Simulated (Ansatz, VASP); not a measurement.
One calculation of Al, two programs

The input POSCAR:

```
Al
1.0
   -0.0204552100      1.9706540500      2.0438328400
    2.0026569100      0.0099662700      2.0134113600
    2.0592944800      1.9968701300     -0.0466712900
Al
1
Direct
    0.0000000000      0.0000000000      0.0000000000
```

INCAR.step1

```
PREC = Accurate
ENCUT = 400
EDIFF = 1E-5
ISMEAR = -1
SIGMA = 0.05
LREAL = F
LASPH = T
NELM = 120
ALGO = Normal
ISIF = 2
LWAVE = T
LCHARG = F
GGA = PE
NBANDS = 8
GGA_COMPAT = F
```

Contents of INCAR.step2:

```
PREC = Accurate
ENCUT = 400
EDIFF = 1E-6
ISMEAR = -1
SIGMA = 0.05
LREAL = F
LASPH = T
NELM = 120
ALGO = Normal
ISIF = 2
LWAVE = F
LCHARG = F
GGA = PS
LHFCALC = T
AEXX = 0.25
HFSCREEN = 0.207
PRECFOCK = Normal
ISTART = 1
NBANDS = 8
GGA_COMPAT = F
```

File KPOINTS:

```
regular mesh
0
Gamma
  6 6 6
```

Contents of input.yaml:

```yaml
crystal:
  lattice:
    - [-0.02045521, 1.97065405, 2.04383284]
    - [2.00265691, 0.00996627, 2.01341136]
    - [2.05929448, 1.99687013, -0.04667129]
  atoms:
    - { symbol: Al, position: [0.0, 0.0, 0.0] }
hamiltonian:
  xc:
    exchange: hjs_pbesol
    correlation: pbesol
    exx: { coeff: 0.25, omega: 0.207 }
  pseudopotentials: { kind: paw }
kpoints:
  mp_grid: { grid: [6, 6, 6] }
  band_path:
    path:
      - [[-0.5, -0.5, -0.5], [0.0, 0.0, 0.0], [0.0, 0.0, 0.5]]
      - [[-0.5, -0.5, 0.0], [0.0, 0.0, 0.0], [0.0, 0.5, 0.0]]
      - [[-0.5, 0.0, -0.5], [0.0, 0.0, 0.0], [0.0, 0.5, 0.5]]
      - [[-0.5, 0.0, 0.0], [0.0, 0.0, 0.0]]
    npoints: 4
scf:
  occupations: { method: fermi_dirac, width: 0.05 }
  n_extra_bands: 6
output:
  forces: true
  stress: true
  eigenvalues: true
  fatbands: false
```

Change from the starting cell: cell sheared at random, sigma 0.03, atoms nudged by 0.01 Å.

Alike in both runs: functional PBEsol-based screened hybrid; k mesh 6 × 6 × 6; occupations fermi-dirac, width 0.05 eV; no spin polarisation.

|  | VASP | Ansatz |
| --- | --- | --- |
| version | VASP 6.6.1 | Ansatz 0.2.0 |
| potentials or method | VASP PAW PBE potentials, release 64 (Al) | Ansatz PAW |
| plane-wave cutoff (eV) | 400 | 420 |
| valence electrons in the cell | 3 | 3 |
| task | single point | band structure |

Ansatz gave:

```
gap on the k mesh at the Fermi level (eV)                     : none
pressure (GPa)                                                : -1.9
traceless stress, the component that is largest in VASP (GPa) : 4.81
```

**Question.** Estimate VASP's values.

**Answer.** gap on the k mesh at the Fermi level (eV): none; pressure (GPa): -1.8; traceless stress, the component that is largest in VASP (GPa): 4.82.

VASP's potentials were made for PBE, not for PBEsol-based screened hybrid. A gap of «none» marks a metal or a gap that the smearing closes. With one functional, cell and mesh, what is left measures potentials, basis and numerics.

The k mesh is coarse, so the values compare programs but aren't converged.
